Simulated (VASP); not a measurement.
# PbF2 (Fluorocronite) (Fm-3m) in VASP: settings compared, part 2 of 2

VASP 6.6.1. The steps go on from the part before.

## 3. Single point, LDA

This run uses another cell than the first one, of 17.35 Å³/atom, 0.943 times its volume.

File INCAR:

```
SYSTEM = PbF2
  PREC = Accurate
  ENCUT = 600
  EDIFF = 1E-6
  ISMEAR = -1
  SIGMA = 0.05
  LREAL = .FALSE.
  LASPH = .TRUE.
  NELM = 120
  ALGO = Normal
  ISIF = 2
  LWAVE = .FALSE.
  LCHARG = .FALSE.
  GGA = CA
  NBANDS = 21
  GGA_COMPAT = .FALSE.
```

File KPOINTS:

```
regular mesh
0
G
  8 8 8
  0 0 0
```

File POSCAR:

```
PbF2
1.0
    0.0000000000      2.9636600000      2.9636600000
    2.9636600000      0.0000000000      2.9636600000
    2.9636600000      2.9636600000      0.0000000000
Pb F
1 2
Direct
    0.0000000000      0.0000000000      0.0000000000
    0.7500000000      0.7500000000      0.7500000000
    0.2500000000      0.2500000000      0.2500000000
```

Potentials or basis: VASP PAW LDA potentials, release 64 (Pb_d, F).

Run with:

```sh
> cat potpaw_LDA.64/Pb_d/POTCAR potpaw_LDA.64/F/POTCAR > POTCAR
> mpirun -np 1 vasp_std > vasp.out
```

Wall time 14 s (1 thread of Intel Xeon 6975P-C (Granite Rapids), shared host); peak memory 0.18 GiB.

It converged, with:

```
Free energy            : -15.9190 eV
Pressure               : -4.6 GPa
Band gap on the k mesh : 4.22 eV, indirect (least direct gap 4.38 eV)
```

Levels at points of the mesh, in eV from the valence-band top:
| k point | band 12 | band 13 | band 14 | band 15 | band 16 | band 17 |
| --- | --- | --- | --- | --- | --- | --- |
| (0.00, 0.00, 0.00) | -2.00 | -2.00 | -2.00 | 6.57 | 6.57 | 6.57 |
| (0.50, 0.00, 0.00) | -2.17 | -2.17 | -0.02 | 4.82 | 7.50 | 7.50 |
| (0.50, 0.50, 0.00) | -1.56 | -1.56 | -0.16 | 4.22 | 7.74 | 7.74 |

Caveat: spin-orbit coupling is left out, which moves the levels of the heavy elements. A k mesh can miss the band edges.

## 4. Single point, PBE

This run uses another cell than the first one, of 17.35 Å³/atom, 0.943 times its volume.

File INCAR:

```
SYSTEM = PbF2
ALGO = Normal ; EDIFF = 1E-6
ENCUT = 600 ; GGA = PE
GGA_COMPAT = .False. ; ISIF = 2
ISMEAR = -1 ; LASPH = .True.
LCHARG = .False. ; LREAL = .False.
LWAVE = .False. ; NBANDS = 21
NELM = 120 ; PREC = Accurate
SIGMA = 0.05
```

File KPOINTS:

```
k-points
0
Gamma
  5 5 5
  0 0 0
```

POSCAR is that of step 3.

Potentials or basis: VASP PAW PBE potentials, release 64 (Pb_d, F).

Run with:

```sh
> cat potpaw_PBE.64/Pb_d/POTCAR potpaw_PBE.64/F/POTCAR > POTCAR
> mpirun -np 1 vasp_std > vasp.out
```

OUTCAR:

```text
SYSTEM = PbF2
   EDIFF = 1E-6
   ENCUT = 600
   GGA = PE
   ISIF = 2
   ISMEAR = -1
   LASPH = .True.
   LREAL = .False.
   NELM = 120
   PREC = Accurate

 ion  position               nearest neighbor table
   1  0.000  0.000  0.000-   2 2.57   2 2.57   2 2.57   3 2.57   3 2.57   3 2.57   3 2.57   2 2.57

   2  0.750  0.750  0.750-   1 2.57   1 2.57   1 2.57   1 2.57
   3  0.250  0.250  0.250-   1 2.57   1 2.57   1 2.57   1 2.57

  LATTYP: Found a face centered cubic cell.
 ALAT       =     5.9273200000

  Lattice vectors:

[... 413 lines left out ...]

  FORCE on cell =-STRESS in cart. coord.  units (eV):
  Direction    XX          YY          ZZ          XY          YZ          ZX
  --------------------------------------------------------------------------------------
  -------------------------------------------------------------------------------------
  Total        0.7911342      0.7911342      0.7911342      0.0000000      0.0000000     -0.0000000
  in kB       24.3470081     24.3470081     24.3470081      0.0000000      0.0000000     -0.0000000
  external PRESSURE =      24.3470081 kB  Pullay stress =       0.0000000 kB

 VOLUME and BASIS-vectors are now :
 -----------------------------------------------------------------------------
  energy-cutoff  :      600.00
  volume of cell :       52.06
      direct lattice vectors                 reciprocal lattice vectors
     0.000000000  2.963660000  2.963660000    -0.168710311  0.168710311  0.168710311
     2.963660000  0.000000000  2.963660000     0.168710311 -0.168710311  0.168710311
     2.963660000  2.963660000  0.000000000     0.168710311  0.168710311 -0.168710311

 POSITION                                       TOTAL-FORCE (eV/Angst)
 -----------------------------------------------------------------------------------
      0.00000      0.00000      0.00000        -0.000000     -0.000000     -0.000000
      4.44549      4.44549      4.44549        -0.000000      0.000000     -0.000000
      1.48183      1.48183      1.48183         0.000000     -0.000000      0.000000
 -----------------------------------------------------------------------------------
    total drift:                                0.000000      0.000000      0.000000

  FREE ENERGIE OF THE ION-ELECTRON SYSTEM (eV)
  ---------------------------------------------------
  free  energy   TOTEN  =       -14.3375348847 eV

  energy  without entropy=      -14.3375348846  energy(sigma->0) =      -14.33753488
```

stdout:

```text
POSCAR found type information on POSCAR PbF
 POSCAR found :  2 types and       3 ions
 scaLAPACK will be used
 LDA part: xc-table for (Slater+PW92), standard interpolation
 POSCAR, INCAR and KPOINTS ok, starting setup
 FFT: planning ... GRIDC
 FFT: planning ... GRID_SOFT
 FFT: planning ... GRID
 WAVECAR not read
 entering main loop
```

It took 19 s on 1 thread of AMD EPYC 7R43 (Zen 3), shared host; peak memory 0.16 GiB.

What came out:

| Item | Value |
| --- | --- |
| Free energy | -14.3375 eV |
| Pressure | 2.4 GPa |
| Band gap on the k mesh | 4.53 eV, indirect (least direct gap 4.79 eV) |

Caveat: spin-orbit coupling is left out, which moves the levels of the heavy elements. Expect the measured gap to be larger: semilocal functionals such as PBE lack the derivative discontinuity.

## 5. Single point, LDA (volume scaled by 0.94)

File INCAR:

```
SYSTEM = PbF2
  PREC = Accurate
  ENCUT = 600
  EDIFF = 1E-6
  ISMEAR = -1
  SIGMA = 0.05
  LREAL = .FALSE.
  LASPH = .TRUE.
  NELM = 120
  ALGO = Normal
  ISIF = 2
  LWAVE = .FALSE.
  LCHARG = .FALSE.
  NBANDS = 21
  GGA_COMPAT = .FALSE.
```

File KPOINTS:

```
regular mesh
0
G
  8 8 8
  0 0 0
```

File POSCAR:

```
PbF2
1.0
    0.0000000000      2.9031601670      2.9031601670
    2.9031601670      0.0000000000      2.9031601670
    2.9031601670      2.9031601670      0.0000000000
Pb F
1 2
Direct
    0.0000000000      0.0000000000      0.0000000000
    0.7500000000      0.7500000000      0.7500000000
    0.2500000000      0.2500000000      0.2500000000
```

Potentials or basis: VASP PAW LDA potentials, release 64 (Pb_d, F).

Run with:

```sh
> cat potpaw_LDA.64/Pb_d/POTCAR potpaw_LDA.64/F/POTCAR > POTCAR
> mpirun -np 1 vasp_std > vasp.out
```

Run time: 35 s. Hardware: 1 thread of Intel Xeon 6975P-C, shared host; peak memory 0.18 GiB.

Results (log left out):

* Free energy: -15.9578 eV
* Pressure: 0.2 GPa
* Band gap on the k mesh: 4.20 eV, indirect (least direct gap 4.37 eV)

Levels at points of the mesh, in eV from the valence-band top:
| k point | band 12 | band 13 | band 14 | band 15 | band 16 | band 17 |
| --- | --- | --- | --- | --- | --- | --- |
| (0.00, 0.00, 0.00) | -2.41 | -2.41 | -2.41 | 6.61 | 6.61 | 6.61 |
| (0.50, 0.00, 0.00) | -2.58 | -2.58 | -0.06 | 4.78 | 7.68 | 7.68 |
| (0.50, 0.50, 0.00) | -1.92 | -1.92 | -0.17 | 4.20 | 7.95 | 7.95 |

Caveat: the cell differs from its parent crystal (volume scaled by 0.94); spin-orbit coupling is left out, which moves the levels of the heavy elements. A k mesh can miss the band edges.

## 6. Summary

```csv
level,potentials or basis,cell,k mesh,gap on the mesh (eV),pressure (GPa)
LDA,"VASP PAW LDA potentials, release 64 (Pb_d, F)","a = 4.273 Å, angles 60.0°, 3 atoms",8 × 8 × 8,4.21,-7.9
LDA,"VASP PAW LDA potentials, release 64 (Pb_d, F)","a = 4.191 Å, angles 60.0°, 3 atoms",8 × 8 × 8,4.22,-4.6
PBE,"VASP PAW PBE potentials, release 64 (Pb_d, F)","a = 4.191 Å, angles 60.0°, 3 atoms",5 × 5 × 5,4.53,2.4
LDA,"VASP PAW LDA potentials, release 64 (Pb_d, F)","a = 4.106 Å, angles 60.0°, 3 atoms",8 × 8 × 8,4.20,0.2
```

Alike in all rows: task single point; no spin polarisation; cutoff (eV) 600; smearing fermi-dirac 0.05 eV.

Caveats: spin-orbit coupling is left out, which moves the levels of the heavy elements.

Total energies depend on the potentials used, so only differences within one code and one set of settings carry meaning.
